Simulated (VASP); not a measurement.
# NiO in VASP: single point with r2SCAN

Aim: the single point of NiO with r2SCAN.

Everything below comes from runs of VASP 6.6.1. Logs are shortened: lines on timing, memory, paths and dates and some standing lists are left out, and cuts for length are marked.

### 1 The cell of the first run

The cell holds a wire with vacuum, 2 atoms: a = 9.000 Å, b = 9.300 Å, c = 3.770 Å, α = 90.00°, β = 90.00°, γ = 90.00°.

### 2 Single point, r2SCAN, collinear spin, ferromagnetic start

Contents of POSCAR:

```
NiO
1.0
    9.0000000000      0.0000000000      0.0000000000
    0.0000000000      9.3000000000      0.0000000000
    0.0000000000      0.0000000000      3.7695809067
Ni O
1 1
Direct
    0.5000000000      0.5000000000      0.0000000000
    0.5000000000      0.5000000000      0.4650000000
```

Contents of INCAR.step1:

```
SYSTEM = NiO
PREC = Accurate ; ENCUT = 520
ISMEAR = 0 ; SIGMA = 0.05
LREAL = .False. ; LASPH = .True.
NELM = 150 ; ISPIN = 2
MAGMOM = 1.84 0.5 ; LMAXMIX = 4
NBANDS = 19 ; GGA = PE
ALGO = Normal ; EDIFF = 1E-4
LWAVE = .True. ; LCHARG = .False.
```

Contents of INCAR.step2:

```
SYSTEM = NiO
PREC = Accurate ; ENCUT = 520
EDIFF = 1E-6 ; ISMEAR = 0
SIGMA = 0.05 ; LREAL = .False.
LASPH = .True. ; NELM = 150
ALGO = Normal ; ISIF = 2
LWAVE = .False. ; LCHARG = .False.
ISPIN = 2 ; MAGMOM = 1.84 0.5
LORBIT = 11 ; LMAXMIX = 4
METAGGA = R2SCAN ; LMIXTAU = .True.
NBANDS = 19 ; ISTART = 1
```

Contents of KPOINTS:

```
regular mesh
0
Gamma
  1 1 17
  0 0 0
```

Potentials or basis: VASP PAW PBE potentials, release 64 (Ni, O).

Command:

```
> cat potpaw_PBE.64/Ni/POTCAR potpaw_PBE.64/O/POTCAR > POTCAR
> cp INCAR.step1 INCAR
> mpirun -np 1 vasp_std > vasp.out
> cp INCAR.step2 INCAR
> mpirun -np 1 vasp_std > vasp.out
```

OUTCAR:

```text
SYSTEM = NiO
   PREC = Accurate
   ENCUT = 520
   EDIFF = 1E-6
   ISMEAR = 0
   LREAL = .False.
   LASPH = .True.
   NELM = 150
   ISIF = 2
   ISPIN = 2
   LORBIT = 11
   METAGGA = R2SCAN
   ISTART = 1

 ion  position               nearest neighbor table
   1  0.500  0.500  0.000-   2 1.75   2 2.02
   2  0.500  0.500  0.465-   1 1.75   1 2.02

  LATTYP: Found a simple orthorhombic cell.
 ALAT       =     3.7695809067
 B/A-ratio  =     2.3875333154
 C/A-ratio  =     2.4671177593

  Lattice vectors:

 A1 = (   0.0000000000,   0.0000000000,   3.7695809067)
 A2 = (   9.0000000000,   0.0000000000,   0.0000000000)
 A3 = (   0.0000000000,   9.3000000000,   0.0000000000)

Analysis of symmetry for initial positions (statically):
=====================================================================
 Subroutine PRICEL returns:
 Original cell was already a primitive cell.

 Routine SETGRP: Setting up the symmetry group for a
 simple orthorhombic supercell.

 Subroutine GETGRP returns: Found  4 space group operations
 (whereof  4 operations were pure point group operations)
 out of a pool of  8 trial point group operations.

The static configuration has the point symmetry C_2v.

Analysis of symmetry for dynamics (positions and initial velocities):
=====================================================================
 Subroutine PRICEL returns:
 Original cell was already a primitive cell.

 Routine SETGRP: Setting up the symmetry group for a
 simple orthorhombic supercell.

 Subroutine GETGRP returns: Found  4 space group operations
 (whereof  4 operations were pure point group operations)
 out of a pool of  8 trial point group operations.

The dynamic configuration has the point symmetry C_2v.

Analysis of structural, dynamic, and magnetic symmetry:
=====================================================================
 Subroutine PRICEL returns:
 Original cell was already a primitive cell.

 Routine SETGRP: Setting up the symmetry group for a
 simple orthorhombic supercell.

 Subroutine GETGRP returns: Found  4 space group operations
 (whereof  4 operations were pure point group operations)
 out of a pool of  8 trial point group operations.

The overall configuration has the point symmetry C_2v.

 Subroutine INISYM returns: Found  4 space group operations
[... 100 lines left out ...]
     AMIX     =   0.40;   BMIX     =  1.00
     AMIX_MAG =   1.60;   BMIX_MAG =  1.00
  volume/ion in A,a.u.               =     157.76      1064.60
  Fermi-wavevector in a.u.,A,eV,Ry     =   0.605957  1.145093  4.995844  0.367184
  Thomas-Fermi vector in A             =   1.659873
   LORBIT       =     11    0 simple, 1 ext, 2 COOP (PROOUT), +10 PAW based schemes
   METAGGA = R2SCAN    functional components
   LHFCALC =     F    Hartree Fock is set to
   AEXX    =    0.0000 exact exchange contribution
   IVDW    =     0    specifies the selected vdW correction
   LEPSILON=     F    determine dielectric tensor
   LRPA    =     F    only Hartree local field effects (RPA)
 spin polarized calculation
 Gauss-broadening in eV      SIGMA  =   0.05
  energy-cutoff  :      520.00
  volume of cell :      315.51
 maximum number of plane-waves:      8532
 NGX is ok and might be reduce to    70
   NGX = 33   NGY = 35   NGZ = 15

 number of electron      15.9999993 magnetization       1.9989540

 Free energy of the ion-electron system (eV)
  ---------------------------------------------------
  ext. energy  EPLUGINS =         0.00000000
  ---------------------------------------------------
  free energy    TOTEN  =       -17.36758687 eV

  energy without entropy =      -17.36758687  energy(sigma->0) =      -17.36758687

 E-fermi :  -5.4481     XC(G=0):  -1.6615

 val. band max:       -5.6951840846   @ k =   0.0000   0.0000   0.4706
 cond. band min:      -4.6664722798   @ k =   0.0000   0.0000   0.0000
 fundamental gap:      1.0287118047
 Fermi energy:        -5.4481195895

 spin component 1

 k-point     1 :       0.0000    0.0000    0.0000
  band No.  band energies     occupation
      1     -23.5924      1.00000
      2      -8.6918      1.00000
      3      -8.6910      1.00000
      4      -8.5762      1.00000
      5      -7.3407      1.00000
      6      -7.3406      1.00000
[... 174 lines left out ...]
      5      -6.9661      1.00000
      6      -6.9655      1.00000
[... 11 lines left out ...]
     18       4.7797      0.00000
     19       4.8998      0.00000
 Fermi energy:        -5.4481195895

 spin component 2

 k-point     1 :       0.0000    0.0000    0.0000
  band No.  band energies     occupation
      1     -22.5867      1.00000
      2      -8.1744      1.00000
      3      -6.5093      1.00000
      4      -6.4449      1.00000
      5      -6.4448      1.00000
      6      -5.7391      1.00000
[... 175 lines left out ...]
      6      -5.7189      1.00000
[... 11 lines left out ...]
     18       4.7511      0.00000
     19       4.8581      0.00000

------------------------ aborting loop because EDIFF is reached ----------------------------------------

  FORCE on cell =-STRESS in cart. coord.  units (eV):
  Direction    XX          YY          ZZ          XY          YZ          ZX
  --------------------------------------------------------------------------------------
  -------------------------------------------------------------------------------------
  Total        0.0583129      0.0544289     -9.1007095      0.0000000      0.0000000      0.0000000
  in kB        0.2961127      0.2763895    -46.2133345      0.0000000      0.0000000      0.0000000
  external PRESSURE =     -15.2136107 kB  Pullay stress =       0.0000000 kB

 VOLUME and BASIS-vectors are now :
 -----------------------------------------------------------------------------
  energy-cutoff  :      520.00
  volume of cell :      315.51
      direct lattice vectors                 reciprocal lattice vectors
     9.000000000  0.000000000  0.000000000     0.111111111  0.000000000  0.000000000
     0.000000000  9.300000000  0.000000000     0.000000000  0.107526882  0.000000000
     0.000000000  0.000000000  3.769580907     0.000000000  0.000000000  0.265281479

 POSITION                                       TOTAL-FORCE (eV/Angst)
 -----------------------------------------------------------------------------------
      4.50000      4.65000      0.00000         0.000000      0.000000     -0.711350
      4.50000      4.65000      1.75286         0.000000      0.000000      0.711350
 -----------------------------------------------------------------------------------
    total drift:                                0.000000      0.000000     -0.009832

  FREE ENERGIE OF THE ION-ELECTRON SYSTEM (eV)
  ---------------------------------------------------
  free  energy   TOTEN  =       -17.3675868720 eV

  energy  without entropy=      -17.3675868720  energy(sigma->0) =      -17.36758687

 total charge

# of ion       s       p       d       tot
------------------------------------------
    1        0.435   0.322   8.115   8.873
    2        1.561   3.359   0.000   4.920
--------------------------------------------------
tot          1.996   3.682   8.115  13.792

 magnetization (x)

# of ion       s       p       d       tot
------------------------------------------
    1       -0.009   0.003   1.482   1.476
    2        0.010   0.441   0.000   0.451
--------------------------------------------------
tot          0.001   0.444   1.482   1.927
```

OSZICAR.step1:

```text
N       E                     dE             d eps       ncg     rms          rms(c)
DAV:   1     0.102752506892E+03    0.10275E+03   -0.46002E+03   684   0.552E+02
DAV:   2     0.746969223438E+01   -0.95283E+02   -0.83855E+02   847   0.143E+02
[... 12 lines left out ...]
DAV:  15    -0.974986221034E+01   -0.14288E-02   -0.24154E-03   690   0.747E-01    0.230E-01
DAV:  16    -0.974994628763E+01   -0.84077E-04   -0.55077E-03   695   0.116E+00    0.186E-01
DAV:  17    -0.975162941980E+01   -0.16831E-02   -0.25014E-03   687   0.814E-01    0.697E-02
DAV:  18    -0.975194187944E+01   -0.31246E-03   -0.33306E-04   687   0.179E-01    0.551E-02
DAV:  19    -0.975219677728E+01   -0.25490E-03   -0.15204E-04   647   0.197E-01    0.191E-02
DAV:  20    -0.975226048720E+01   -0.63710E-04   -0.51332E-05   588   0.786E-02
   1 F= -.97522605E+01 E0= -.97504364E+01  d E =-.364811E-02  mag=     2.0002
```

Run time: 13 min. Hardware: 1 thread of Intel Xeon Platinum 8259CL at 2.50GHz (Skylake/Cascade Lake), shared host; peak memory 0.62 GiB.

Results:

```
Free energy                                           : -17.3676 eV
Largest force                                         : 0.711 eV/Å
Band gap on the k mesh                                : 1.03 eV, indirect (least direct gap 1.07 eV)
Net moment                                            : 2.00 μB per cell
Site moments                                          : Ni +1.48; O +0.45 μB
Valence electrons inside the program's atomic spheres : Ni 8.87; O 4.92
```

Forces on the atoms (eV/Å):
```
Ni   0.000  0.000 -0.711
O    0.000  0.000  0.711
```

Caveat: the PAW data sets were made with another functional, which shifts forces and pressure a little.
